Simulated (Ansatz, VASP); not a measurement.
Au: VASP beside Ansatz

```
CELL_PARAMETERS angstrom
-1.66824 1.66824 1.66824
1.66824 -1.66824 1.66824
1.66824 1.66824 -1.66824
ATOMIC_POSITIONS crystal
Au 0.00000 0.00000 0.00000
```

Alike in both runs: task single point; functional r2SCAN; k mesh 11 × 11 × 11; occupations fermi-dirac, width 0.05 eV; no spin polarisation.

|  | VASP | Ansatz |
| --- | --- | --- |
| version | VASP 6.6.1 | Ansatz 0.2.0 |
| potentials or method | VASP PAW PBE potentials, release 64 (Au) | Ansatz PAW |
| plane-wave cutoff (eV) | 520 | 500 |
| valence electrons in the cell | 11 | 19 |

```tsv
	VASP	Ansatz	Ansatz less VASP
gap on the k mesh at the Fermi level (eV)	none	none	-
pressure (GPa)	-6.3	-6.5	-0.19
```

VASP's potentials were made for PBE, not for r2SCAN. A gap of «none» marks a metal or a gap that the smearing closes. VASP's potentials hold 11 valence electrons a cell and Ansatz's 19, so a difference there can come from the potentials and not from the codes.

Neither program's run includes spin-orbit coupling.
